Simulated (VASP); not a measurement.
# ZrC (Imm2) in VASP: further runs

Runs on ZrC. Level: PBE. Tasks: single point.

Program: VASP 6.6.1. These are calculated values, not measurements. Logs are shortened: lines on timing, memory, paths and dates and some standing lists are left out, and cuts for length are marked.

### 1 The cell of the first run

It takes space group Imm2 (No. 44, orthorhombic). The conventional cell has a = 3.324 Å, b = 4.700 Å, c = 3.324 Å, α = 90.00°, β = 90.00°, γ = 90.00°. Within 3.0 Å of Zr (site symmetry mm2) lie 6 C at 2.30 to 2.40 Å. Within 3.0 Å of C (site symmetry mm2) lie 6 Zr at 2.30 to 2.40 Å.

### 2 Single point, PBE (all Zr atoms moved +0.075 Å, as atom 1 along Cartesian [1 -1 0])

The input, INCAR:

```
SYSTEM = ZrC
PREC     = Accurate       ! precision mode
ENCUT    = 520            ! plane-wave cutoff, eV
EDIFF    = 1E-6           ! SCF threshold, eV
ISMEAR   = 0              ! smearing method
SIGMA    = 0.15           ! smearing width, eV
LREAL    = .FALSE.        ! projectors in reciprocal space
LASPH    = .TRUE.         ! aspherical terms in the spheres
NELM     = 60             ! most SCF steps
ALGO     = Normal         ! electronic algorithm
ISIF     = 2              ! what is computed and relaxed
LWAVE    = .FALSE.        ! write WAVECAR
LCHARG   = .FALSE.        ! write CHGCAR
GGA      = PE             ! functional
NBANDS   = 15             ! bands
```

The input, KPOINTS:

```
Automatic mesh
0
G
  18 18 18
  0 0 0
```

The input, POSCAR:

```
ZrC
1.0
    0.0000000000      2.3502100000      2.3502100000
    2.3502100000      0.0000000000      2.3502100000
    2.3502100000      2.3502100000      0.0000000000
Zr C
1 1
Direct
    0.4774347788      0.5225652212      0.5000000000
    0.0000000000      0.0000000000      0.0000000000
```

Potentials or basis: VASP PAW PBE potentials, release 64 (Zr_sv, C).

Launch:

```sh
$ cat potpaw_PBE.64/Zr_sv/POTCAR potpaw_PBE.64/C/POTCAR > POTCAR
$ mpirun -np 1 vasp_std > vasp.out
```

OUTCAR:

```text
SYSTEM = ZrC
   PREC = Accurate
   ENCUT = 520
   EDIFF = 1E-6
   ISMEAR = 0
   LREAL = .FALSE.
   LASPH = .TRUE.
   NELM = 60
   ISIF = 2
   GGA = PE

 ion  position               nearest neighbor table
   1  0.477  0.523  0.500-   2 2.30   2 2.30   2 2.35   2 2.35   2 2.40   2 2.40
   2  0.000  0.000  0.000-   1 2.30   1 2.30   1 2.35   1 2.35   1 2.40   1 2.40

  LATTYP: Found a face centered cubic cell.
 ALAT       =     4.7004200000

  Lattice vectors:

 A1 = (   0.0000000000,   2.3502100000,   2.3502100000)
 A2 = (   2.3502100000,   0.0000000000,   2.3502100000)
 A3 = (   2.3502100000,   2.3502100000,   0.0000000000)

Analysis of symmetry for initial positions (statically):
=====================================================================
 Subroutine PRICEL returns:
 Original cell was already a primitive cell.

 Routine SETGRP: Setting up the symmetry group for a
 face centered cubic supercell.

 Subroutine GETGRP returns: Found  4 space group operations
 (whereof  4 operations were pure point group operations)
 out of a pool of 48 trial point group operations.

The static configuration has the point symmetry C_2v.

Analysis of symmetry for dynamics (positions and initial velocities):
=====================================================================
 Subroutine PRICEL returns:
 Original cell was already a primitive cell.

 Routine SETGRP: Setting up the symmetry group for a
 face centered cubic supercell.

 Subroutine GETGRP returns: Found  4 space group operations
 (whereof  4 operations were pure point group operations)
 out of a pool of 48 trial point group operations.

The dynamic configuration has the point symmetry C_2v.

 Subroutine INISYM returns: Found  4 space group operations
 (whereof  4 operations are pure point group operations),
 and found     1 'primitive' translations

----------------------------------------------------------------------------------------

                                     Primitive cell

  volume of cell :      25.9627

  direct lattice vectors                    reciprocal lattice vectors
     0.000000000  2.350210000  2.350210000    -0.212746946  0.212746946  0.212746946
     2.350210000  0.000000000  2.350210000     0.212746946 -0.212746946  0.212746946
     2.350210000  2.350210000  0.000000000     0.212746946  0.212746946 -0.212746946

  length of vectors
     3.323698856  3.323698856  3.323698856     0.368488520  0.368488520  0.368488520

  position of ions in fractional coordinates (direct lattice)
     0.477434779  0.522565221  0.500000000
     0.000000000  0.000000000  0.000000000

  ion indices of the primitive-cell ions
   primitive index   ion index
                 1           1
                 2           2

[... 88 lines left out ...]
   IALGO  =     38    algorithm
   IMIX   =      4    mixing-type and parameters
     AMIX     =   0.40;   BMIX     =  1.00
     AMIX_MAG =   1.60;   BMIX_MAG =  1.00
  volume/ion in A,a.u.               =      12.98        87.60
  Fermi-wavevector in a.u.,A,eV,Ry     =   1.393151  2.632673 26.407131  1.940869
  Thomas-Fermi vector in A             =   2.516825
   LORBIT       =      0    0 simple, 1 ext, 2 COOP (PROOUT), +10 PAW based schemes
   GGA     = PE    functional components
   LHFCALC =     F    Hartree Fock is set to
   AEXX    =    0.0000 exact exchange contribution
   IVDW    =     0    specifies the selected vdW correction
   LEPSILON=     F    determine dielectric tensor
   LRPA    =     F    only Hartree local field effects (RPA)
 non-spin polarized calculation
 Gauss-broadening in eV      SIGMA  =   0.15
  energy-cutoff  :      520.00
  volume of cell :       25.96
 maximum number of plane-waves:       725
 NGX is ok and might be reduce to    28
   NGX = 13   NGY = 13   NGZ = 13

 number of electron      16.0000000 magnetization

 Free energy of the ion-electron system (eV)
  ---------------------------------------------------
  ext. energy  EPLUGINS =         0.00000000
  ---------------------------------------------------
  free energy    TOTEN  =       -19.44322796 eV

  energy without entropy =      -19.43985500  energy(sigma->0) =      -19.44154148

 E-fermi :   9.6447     XC(G=0): -12.1308

 val. band max:        9.6446761635   @ k =   0.0000   0.1111   0.0556
 cond. band min:       9.6463635374   @ k =   0.3889   0.3889   0.0000
 fundamental gap:      0.0016873738
 Fermi energy:         9.6446984136

 k-point     1 :       0.0000    0.0000    0.0000
  band No.  band energies     occupation
      1     -38.4925      2.00000
      2     -16.2044      2.00000
      3     -16.2044      2.00000
      4     -16.2042      2.00000
      5      -1.6879      2.00000
      6      10.1693      0.00000
      7      10.1905      0.00000
      8      10.4230      0.00000
      9      10.7033      0.00000
     10      11.0594      0.00000
     11      11.0829      0.00000
     12      12.4818      0.00000
     13      12.5782      0.00000
     14      16.9044      0.00000
[... 401 lines left out ...]
      2     -16.2898      2.00000
      3     -16.2235      2.00000
      4     -16.2162      2.00000
      5      -1.4366      2.00000
      6       8.8705      2.00000
      7       9.4967      1.83713
      8       9.6854      0.70140
      9      10.6561      0.00000
     10      11.5387      0.00000
     11      11.7597      0.00000
     12      13.0516      0.00000
     13      14.0862      0.00000
     14      17.4846      0.00000
     15      20.7523      0.00000

 [... further k-points ...]

------------------------ aborting loop because EDIFF is reached ----------------------------------------

  FORCE on cell =-STRESS in cart. coord.  units (eV):
  Direction    XX          YY          ZZ          XY          YZ          ZX
  --------------------------------------------------------------------------------------
  -------------------------------------------------------------------------------------
  Total        0.3426031      0.3426031      0.2248325      0.0577954      0.0000000      0.0000000
  in kB       21.1422808     21.1422808     13.8745732      3.5665978      0.0000000      0.0000000
  external PRESSURE =      18.7197116 kB  Pullay stress =       0.0000000 kB

 VOLUME and BASIS-vectors are now :
 -----------------------------------------------------------------------------
  energy-cutoff  :      520.00
  volume of cell :       25.96
      direct lattice vectors                 reciprocal lattice vectors
     0.000000000  2.350210000  2.350210000    -0.212746946  0.212746946  0.212746946
     2.350210000  0.000000000  2.350210000     0.212746946 -0.212746946  0.212746946
     2.350210000  2.350210000  0.000000000     0.212746946  0.212746946 -0.212746946

 POSITION                                       TOTAL-FORCE (eV/Angst)
 -----------------------------------------------------------------------------------
      2.40324      2.29718      2.35021        -0.358153      0.358153      0.000000
      0.00000      0.00000      0.00000         0.358153     -0.358153      0.000000
 -----------------------------------------------------------------------------------
    total drift:                               -0.000017      0.000017      0.000000

  FREE ENERGIE OF THE ION-ELECTRON SYSTEM (eV)
  ---------------------------------------------------
  free  energy   TOTEN  =       -19.4432279578 eV

  energy  without entropy=      -19.4398550014  energy(sigma->0) =      -19.44154148
```

OSZICAR:

```text
N       E                     dE             d eps       ncg     rms          rms(c)
DAV:   1     0.100302885007E+03    0.10030E+03   -0.86070E+03 25981   0.108E+03
DAV:   2    -0.167768662374E+02   -0.11708E+03   -0.10969E+03 32838   0.288E+02
DAV:   3    -0.227820624996E+02   -0.60052E+01   -0.59665E+01 43646   0.550E+01
DAV:   4    -0.229244281896E+02   -0.14237E+00   -0.14230E+00 31483   0.597E+00
DAV:   5    -0.229259363960E+02   -0.15082E-02   -0.15082E-02 34636   0.550E-01    0.205E+01
DAV:   6    -0.195538012818E+02    0.33721E+01   -0.64128E+00 31156   0.227E+01    0.707E+00
DAV:   7    -0.194580417399E+02    0.95760E-01   -0.62837E-01 29534   0.591E+00    0.617E+00
DAV:   8    -0.194800790486E+02   -0.22037E-01   -0.32473E-01 32119   0.447E+00    0.509E+00
DAV:   9    -0.194440651672E+02    0.36014E-01   -0.62485E-02 29247   0.183E+00    0.833E-01
DAV:  10    -0.194432407945E+02    0.82437E-03   -0.54173E-03 34546   0.614E-01    0.986E-02
DAV:  11    -0.194432339469E+02    0.68476E-05   -0.16180E-04 29766   0.123E-01    0.447E-02
DAV:  12    -0.194432291274E+02    0.48194E-05   -0.31300E-06 33377   0.163E-02    0.119E-02
DAV:  13    -0.194432280091E+02    0.11183E-05   -0.13068E-06 30322   0.778E-03    0.119E-03
DAV:  14    -0.194432279578E+02    0.51368E-07   -0.78518E-08 16916   0.223E-03
   1 F= -.19443228E+02 E0= -.19441541E+02  d E =-.337296E-02
```

stdout:

```text
POSCAR found type information on POSCAR ZrC
 POSCAR found :  2 types and       2 ions
 scaLAPACK will be used
 LDA part: xc-table for (Slater+PW92), standard interpolation
 POSCAR, INCAR and KPOINTS ok, starting setup
 FFT: planning ... GRIDC
 FFT: planning ... GRID_SOFT
 FFT: planning ... GRID
 WAVECAR not read
 entering main loop
```

It took 2.8 min on 1 thread of Intel Xeon 6975P-C (Granite Rapids), shared host; peak memory 0.44 GiB.

Results:

```
Free energy            : -19.4432 eV
Pressure               : 1.9 GPa
Largest force          : 0.507 eV/Å
Band gap on the k mesh : zero (bands 8 and 9 overlap by 1.04 eV)
```

Forces on the atoms (eV/Å):
```
Zr  -0.358  0.358  0.000
C    0.358 -0.358  0.000
```

Levels at points of the mesh, in eV from the Fermi level:
```
           k point  band 5  band 6  band 7  band 8  band 9  band 10  band 11  band 12
(0.00, 0.00, 0.00)  -11.33    0.52    0.55    0.78    1.06     1.41     1.44     2.84
(0.50, 0.00, 0.00)   -8.27   -5.32   -2.97   -2.96    4.46     4.47     5.29     6.51
(0.00, 0.00, 0.50)   -8.27   -5.32   -2.95   -2.94    4.45     4.46     5.29     6.44
(0.50, 0.50, 0.00)  -10.17   -2.09   -1.90    0.00    0.16     4.46     5.63     5.63
(0.00, 0.50, 0.50)  -10.17   -2.08   -1.85    0.02    0.09     4.44     5.63     5.63
```

Caveat: the cell differs from its parent crystal (all Zr atoms moved +0.075 Å, as atom 1 along Cartesian [1 -1 0]).

### 3 Single point, PBE (all Zr atoms moved +0.113 Å, as atom 1 along Cartesian [1 -1 0])

The input, INCAR:

```
SYSTEM = ZrC
  PREC = Accurate
  ENCUT = 520
  EDIFF = 1E-6
  ISMEAR = 0
  SIGMA = 0.15
  LREAL = .FALSE.
  LASPH = .TRUE.
  NELM = 80
  ALGO = Normal
  ISIF = 2
  LWAVE = .FALSE.
  LCHARG = .FALSE.
  GGA = PE
  NBANDS = 15
```

KPOINTS is that of step 2.

POSCAR: that of step 2 with these lines changed.

```diff
@@ -8,3 +8,3 @@
 Direct
-    0.4774347788      0.5225652212      0.5000000000
+    0.4661521682      0.5338478318      0.5000000000
     0.0000000000      0.0000000000      0.0000000000
```

Potentials or basis: VASP PAW PBE potentials, release 64 (Zr_sv, C).

Launch:

```sh
$ cat potpaw_PBE.64/Zr_sv/POTCAR potpaw_PBE.64/C/POTCAR > POTCAR
$ mpirun -np 1 vasp_std > vasp.out
```

It took 2.9 min on 1 thread of Intel Xeon 6975P-C (Granite Rapids), shared host; peak memory 0.45 GiB.

It converged, with:

```
Free energy            : -19.4198 eV
Pressure               : 2.4 GPa
Largest force          : 0.742 eV/Å
Band gap on the k mesh : zero (bands 8 and 9 overlap by 0.80 eV)
```

Forces in eV/Å, atoms in the order of the input:
```
Zr  -0.525  0.525  0.000
C    0.525 -0.525  0.000
```

Stress tensor (GPa, compression positive):
```
2.97 0.73 0.00
0.73 2.97 0.00
0.00 0.00 1.30
```

Levels at points of the mesh, in eV from the Fermi level:
| k point | band 4 | band 5 | band 6 | band 7 | band 8 | band 9 | band 10 | band 11 | band 12 | band 13 |
| --- | --- | --- | --- | --- | --- | --- | --- | --- | --- | --- |
| (0.00, 0.00, 0.00) | -25.88 | -11.36 | 0.27 | 0.31 | 0.61 | 1.02 | 1.57 | 1.63 | 2.88 | 3.07 |
| (0.50, 0.00, 0.00) | -25.96 | -8.32 | -5.34 | -3.01 | -2.99 | 4.42 | 4.45 | 5.24 | 6.49 | 10.00 |
| (0.00, 0.00, 0.50) | -25.96 | -8.30 | -5.35 | -2.97 | -2.93 | 4.40 | 4.42 | 5.25 | 6.33 | 9.86 |
| (0.50, 0.50, 0.00) | -26.17 | -10.19 | -2.13 | -2.05 | -0.06 | 0.28 | 4.47 | 5.59 | 5.59 | 7.89 |
| (0.00, 0.50, 0.50) | -26.16 | -10.19 | -2.10 | -1.95 | -0.02 | 0.14 | 4.43 | 5.59 | 5.59 | 7.79 |

Caveat: the cell differs from its parent crystal (all Zr atoms moved +0.113 Å, as atom 1 along Cartesian [1 -1 0]).
